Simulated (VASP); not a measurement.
Ru:

```
Ru
1.0
     2.70595    0.00000    0.00000
    -1.35297    2.34342    0.00000
     0.00000    0.00000    4.25791
Ru
2
Cartesian
  0.0000 1.5623 1.0645
  1.3530 0.7811 3.1934
```

Base run:

- Program: VASP 6.6.1
- Functional: r2SCAN
- Potentials or basis: VASP PAW PBE potentials, release 64 (Ru_sv)
- Cutoff: 620 eV
- k mesh: 8 × 8 × 5
- Occupations: fermi-dirac, width 0.1 eV
- Spin: no spin polarisation

Its results: band gap on the k mesh zero (bands 16 and 17 overlap by 3.11 eV); pressure -0.4 GPa.

The run is repeated on the same cell with these changes: k mesh from 8 × 8 × 5 to 6 × 6 × 4. What comes out?

Band gap on the k mesh zero (bands 16 and 17 overlap by 2.98 eV); pressure 1.1 GPa.

Caveats: some runs use coarse meshes; the PAW data sets were made with another functional, which shifts forces and pressure a little.
